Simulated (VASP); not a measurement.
# GaN (Pm-3m) in VASP: a series of runs

GaN is run at these levels: PBEsol, r2SCAN+rVV10; tasks: single point, relaxation of cell and atoms.

Program: VASP 6.6.1. These are calculated values, not measurements. Logs are shortened: lines on timing, memory, paths and dates and some standing lists are left out, and cuts for length are marked.

### Step 1. The cell of the first run

It takes space group Pm-3m (No. 221, cubic). The conventional cell has a = 2.702 Å, b = 2.702 Å, c = 2.702 Å, α = 90.00°, β = 90.00°, γ = 90.00°. Within 3.1 Å of Ga (site symmetry m-3m) lie 8 N at 2.34 Å and 6 Ga at 2.70 Å. Within 3.1 Å of N (site symmetry m-3m) lie 8 Ga at 2.34 Å and 6 N at 2.70 Å.

### Step 2. Single point, PBEsol

Contents of INCAR:

```
SYSTEM = GaN
  ALGO = Normal
  EDIFF = 1E-7
  ENCUT = 520
  GGA = PS
  ISIF = 2
  ISMEAR = -1
  LASPH = .True.
  LCHARG = .False.
  LREAL = .False.
  LWAVE = .False.
  NBANDS = 16
  NELM = 100
  PREC = Accurate
  SIGMA = 0.03
```

Contents of KPOINTS:

```
k-points
0
Gamma
  8 8 8
  0 0 0
```

Contents of POSCAR:

```
GaN
1.0
    2.7018644676      0.0000000000      0.0000000000
    0.0000000000      2.7018644676      0.0000000000
    0.0000000000      0.0000000000      2.7018644676
Ga N
1 1
Direct
    0.0000000000      0.0000000000      0.0000000000
    0.5000000000      0.5000000000      0.5000000000
```

Potentials or basis: VASP PAW PBE potentials, release 64 (Ga_d, N).

Run with:

```sh
$ cat potpaw_PBE.64/Ga_d/POTCAR potpaw_PBE.64/N/POTCAR > POTCAR
$ mpirun -np 1 vasp_std > vasp.out
```

OUTCAR:

```text
SYSTEM = GaN
   EDIFF = 1E-7
   ENCUT = 520
   GGA = PS
   ISIF = 2
   ISMEAR = -1
   LASPH = .True.
   LREAL = .False.
   NELM = 100
   PREC = Accurate

 ion  position               nearest neighbor table
   1  0.000  0.000  0.000-   2 2.34   2 2.34   2 2.34   2 2.34   2 2.34   2 2.34   2 2.34   2 2.34

   2  0.500  0.500  0.500-   1 2.34   1 2.34   1 2.34   1 2.34   1 2.34   1 2.34   1 2.34   1 2.34

  LATTYP: Found a simple cubic cell.
 ALAT       =     2.7018644676

  Lattice vectors:

 A1 = (   2.7018644676,   0.0000000000,   0.0000000000)
 A2 = (   0.0000000000,   2.7018644676,   0.0000000000)
 A3 = (   0.0000000000,   0.0000000000,   2.7018644676)

Analysis of symmetry for initial positions (statically):
=====================================================================
 Subroutine PRICEL returns:
 Original cell was already a primitive cell.

 Routine SETGRP: Setting up the symmetry group for a
 simple cubic supercell.

 Subroutine GETGRP returns: Found 48 space group operations
 (whereof 48 operations were pure point group operations)
 out of a pool of 48 trial point group operations.

The static configuration has the point symmetry O_h .

Analysis of symmetry for dynamics (positions and initial velocities):
=====================================================================
 Subroutine PRICEL returns:
 Original cell was already a primitive cell.

 Routine SETGRP: Setting up the symmetry group for a
 simple cubic supercell.

 Subroutine GETGRP returns: Found 48 space group operations
 (whereof 48 operations were pure point group operations)
 out of a pool of 48 trial point group operations.

The dynamic configuration has the point symmetry O_h .

 Subroutine INISYM returns: Found 48 space group operations
 (whereof 48 operations are pure point group operations),
 and found     1 'primitive' translations

----------------------------------------------------------------------------------------

                                     Primitive cell

  volume of cell :      19.7238

  direct lattice vectors                    reciprocal lattice vectors
     2.701864468  0.000000000  0.000000000     0.370114790  0.000000000  0.000000000
     0.000000000  2.701864468  0.000000000     0.000000000  0.370114790  0.000000000
     0.000000000  0.000000000  2.701864468     0.000000000  0.000000000  0.370114790

  length of vectors
     2.701864468  2.701864468  2.701864468     0.370114790  0.370114790  0.370114790

  position of ions in fractional coordinates (direct lattice)
     0.000000000  0.000000000  0.000000000
     0.500000000  0.500000000  0.500000000

  ion indices of the primitive-cell ions
   primitive index   ion index
                 1           1
                 2           2

----------------------------------------------------------------------------------------

 KPOINTS: k-points

Automatic generation of k-mesh.
 Grid dimensions read from file:
 generate k-points for:    8    8    8

 Generating k-lattice:

  Cartesian coordinates                     Fractional coordinates (reciprocal lattice)
     0.046264349  0.000000000  0.000000000     0.125000000  0.000000000  0.000000000
     0.000000000  0.046264349  0.000000000     0.000000000  0.125000000  0.000000000
     0.000000000  0.000000000  0.046264349     0.000000000  0.000000000  0.125000000

  Length of vectors
     0.046264349  0.046264349  0.046264349

  Shift w.r.t. Gamma in fractional coordinates (k-lattice)
     0.000000000  0.000000000  0.000000000

 Subroutine IBZKPT returns following result:
 ===========================================

 Found     35 irreducible k-points:

 Following reciprocal coordinates:
            Coordinates               Weight
  0.000000  0.000000  0.000000      1.000000
  0.125000  0.000000  0.000000      6.000000
  0.250000  0.000000  0.000000      6.000000
  0.375000  0.000000  0.000000      6.000000
  0.500000  0.000000  0.000000      3.000000
  0.125000  0.125000  0.000000     12.000000
[... 16 lines left out ...]
  0.375000  0.375000  0.125000     24.000000
  0.500000  0.375000  0.125000     24.000000
 [... further k-points ...]
   k-points           NKPTS =     35   k-points in BZ     NKDIM =     35   number of bands    NBANDS=     16
   number of dos      NEDOS =    301   number of ions     NIONS =      2
   total plane-waves  NPLWV =   8000
   dimension x,y,z NGX =    20 NGY =   20 NGZ =   20
   dimension x,y,z NGXF=    40 NGYF=   40 NGZF=   40
   ions per type =               1   1
   NGX,Y,Z   is equivalent  to a cutoff of  12.31, 12.31, 12.31 a.u.
   NGXF,Y,Z  is equivalent  to a cutoff of  24.61, 24.61, 24.61 a.u.
 SYSTEM =  GaN
   PREC   = accura    normal or accurate (medium, high low for compatibility)
   ISTART =      0    job   : 0-new  1-cont  2-samecut
   ICHARG =      2    charge: 1-file 2-atom 10-const
   ISPIN  =      1    spin polarized calculation?
   LNONCOLLINEAR =      F non collinear calculations
   LSORBIT =      F    spin-orbit coupling
   LASPH  =      T    aspherical Exc in radial PAW
   ENCUT  =  520.0 eV  38.22 Ry    6.18 a.u.   5.02  5.02  5.02*2*pi/ulx,y,z
   NELM   =    100;   NELMIN=  2; NELMDL= -5     # of ELM steps
   EDIFF  = 0.1E-06   stopping-criterion for ELM
   LREAL  =      F    real-space projection
   EDIFFG = 0.1E-05   stopping-criterion for IOM
   NSW    =      0    number of steps for IOM
   IBRION =     -1    ionic relax: 0-MD 1-quasi-New 2-CG
   NFREE  =      0    steps in history (QN), initial steepest desc. (CG)
   ISIF   =      2    stress and relaxation
   ISYM   =      2    0-nonsym 1-usesym 2-fastsym
   POTIM  = 0.5000    time-step for ionic-motion
   TEBEG  =    0.0;   TEEND  =   0.0 temperature during run
   PSTRESS=    0.0 pullay stress
   NELECT =      18.0000    total number of electrons
   NUPDOWN=      -1.0000    fix difference up-down
   EMIN   =  10.00;   EMAX   =-10.00  energy-range for DOS
   EFERMI =   0.00;   METHOD = LEGACY
   ISMEAR =    -1;   SIGMA  =   0.03  broadening in eV -4-tet -1-fermi 0-gaus
   EFERMI_NEDOS =   21; number of points for ismear=-14 and -15
   IALGO  =     38    algorithm
   IMIX   =      4    mixing-type and parameters
     AMIX     =   0.40;   BMIX     =  1.00
     AMIX_MAG =   1.60;   BMIX_MAG =  1.00
  volume/ion in A,a.u.               =       9.86        66.55
  Fermi-wavevector in a.u.,A,eV,Ry     =   1.587945  3.000781 34.308031  2.521569
  Thomas-Fermi vector in A             =   2.687024
   LORBIT       =      0    0 simple, 1 ext, 2 COOP (PROOUT), +10 PAW based schemes
   GGA     = PS    functional components
   LHFCALC =     F    Hartree Fock is set to
   AEXX    =    0.0000 exact exchange contribution
   IVDW    =     0    specifies the selected vdW correction
   LEPSILON=     F    determine dielectric tensor
   LRPA    =     F    only Hartree local field effects (RPA)
 non-spin polarized calculation
  energy-cutoff  :      520.00
  volume of cell :       19.72
 maximum number of plane-waves:       552
   NGX = 11   NGY = 11   NGZ = 11

 number of electron      18.0000022 magnetization

 Free energy of the ion-electron system (eV)
  ---------------------------------------------------
  ext. energy  EPLUGINS =         0.00000000
  ---------------------------------------------------
  free energy    TOTEN  =        -9.92787428 eV

  energy without entropy =       -9.92532068  energy(sigma->0) =       -9.92659748

 E-fermi :   8.0425     XC(G=0): -13.1694

 val. band max:        7.9984778539   @ k =   0.5000   0.5000   0.3750
 cond. band min:       8.1031950642   @ k =   0.3750   0.3750   0.0000
 fundamental gap:      0.1047172103
 Fermi energy:         8.0424807915

 k-point     1 :       0.0000    0.0000    0.0000
  band No.  band energies     occupation
      1      -9.4093      2.00000
      2      -7.2391      2.00000
      3      -7.2391      2.00000
      4      -6.6725      2.00000
      5      -6.6725      2.00000
      6      -6.6725      2.00000
[... 8 lines left out ...]
     15      22.0911      0.00000
     16      35.8434      0.00000

 k-point     2 :       0.1250    0.0000    0.0000
  band No.  band energies     occupation
      1      -9.1592      2.00000
      2      -7.2314      2.00000
      3      -7.1884      2.00000
      4      -6.7027      2.00000
      5      -6.7027      2.00000
      6      -6.6701      2.00000
[... 8 lines left out ...]
     15      22.9988      0.00000
     16      32.2473      0.00000

 k-point     3 :       0.2500    0.0000    0.0000
  band No.  band energies     occupation
      1      -8.4523      2.00000
      2      -7.2130      2.00000
      3      -7.0639      2.00000
      4      -6.7744      2.00000
      5      -6.7744      2.00000
      6      -6.6642      2.00000
[... 8 lines left out ...]
     15      25.9383      0.00000
     16      28.3662      0.00000

 k-point     4 :       0.3750    0.0000    0.0000
  band No.  band energies     occupation
      1      -7.4922      2.00000
      2      -7.1945      2.00000
      3      -6.9313      2.00000
      4      -6.8446      2.00000
      5      -6.8446      2.00000
      6      -6.6583      2.00000
[... 8 lines left out ...]
     15      25.1323      0.00000
     16      29.9285      0.00000
[... 324 lines left out ...]
 k-point    22 :       0.5000    0.2500    0.1250
  band No.  band energies     occupation
      1      -7.5860      2.00000
      2      -7.0243      2.00000
      3      -6.9179      2.00000
      4      -6.8017      2.00000
      5      -6.7291      2.00000
      6      -5.0949      2.00000
[... 8 lines left out ...]
     15      26.8833      0.00000
     16      29.6497      0.00000

 k-point    23 :       0.3750    0.3750    0.1250
  band No.  band energies     occupation
      1      -7.6934      2.00000
      2      -6.9952      2.00000
      3      -6.8678      2.00000
      4      -6.8502      2.00000
      5      -6.6525      2.00000
      6      -4.7335      2.00000
[... 8 lines left out ...]
     15      27.1598      0.00000
     16      28.5374      0.00000

 k-point    24 :       0.5000    0.3750    0.1250
  band No.  band energies     occupation
      1      -7.7225      2.00000
      2      -6.9780      2.00000
      3      -6.8876      2.00000
      4      -6.8462      2.00000
      5      -6.5927      2.00000
      6      -4.2450      2.00000
[... 8 lines left out ...]
     15      27.0816      0.00000
     16      27.8355      0.00000

 [... further k-points ...]
[... 5 lines left out ...]
  --------------------------------------------------------------------------------------
  -------------------------------------------------------------------------------------
  Total        0.0586135      0.0586135      0.0586135      0.0000000     -0.0000000      0.0000000
  in kB        4.7612116      4.7612116      4.7612116      0.0000000     -0.0000000      0.0000000
  external PRESSURE =       4.7612116 kB  Pullay stress =       0.0000000 kB

 VOLUME and BASIS-vectors are now :
 -----------------------------------------------------------------------------
  energy-cutoff  :      520.00
  volume of cell :       19.72
      direct lattice vectors                 reciprocal lattice vectors
     2.701864468  0.000000000  0.000000000     0.370114790  0.000000000  0.000000000
     0.000000000  2.701864468  0.000000000     0.000000000  0.370114790  0.000000000
     0.000000000  0.000000000  2.701864468     0.000000000  0.000000000  0.370114790

 POSITION                                       TOTAL-FORCE (eV/Angst)
 -----------------------------------------------------------------------------------
      0.00000      0.00000      0.00000         0.000000      0.000000      0.000000
      1.35093      1.35093      1.35093         0.000000      0.000000      0.000000
 -----------------------------------------------------------------------------------
    total drift:                                0.000000      0.000000      0.000000

  FREE ENERGIE OF THE ION-ELECTRON SYSTEM (eV)
  ---------------------------------------------------
  free  energy   TOTEN  =        -9.9278742826 eV

  energy  without entropy=       -9.9253206822  energy(sigma->0) =       -9.92659748
```

Wall time 12 s (1 thread of Intel Xeon Platinum 8259CL at 2.50GHz (Skylake/Cascade Lake), shared host); peak memory 0.12 GiB.

What came out:

- Free energy: -9.9279 eV
- Pressure: 0.5 GPa
- Band gap on the k mesh: zero (band 9 reaches 8.31 eV, above the bottom of band 10 at 6.57 eV)

Levels at points of the mesh, in eV from the Fermi level:
```
           k point  band 7  band 8  band 9  band 10  band 11  band 12
(0.00, 0.00, 0.00)   -1.49   -1.38   -1.38    -1.38     9.92     9.92
(0.50, 0.00, 0.00)   -9.58    0.08    0.08     3.71     5.24    10.93
(0.50, 0.50, 0.00)   -6.51   -6.51   -2.58     0.47     8.50     8.50
(0.50, 0.50, 0.50)   -3.13   -3.13   -3.13     1.37     1.37     1.37
```

Caveat: the PAW data sets were made with another functional, which shifts forces and pressure a little.

(Continued in part 2 of 2.)
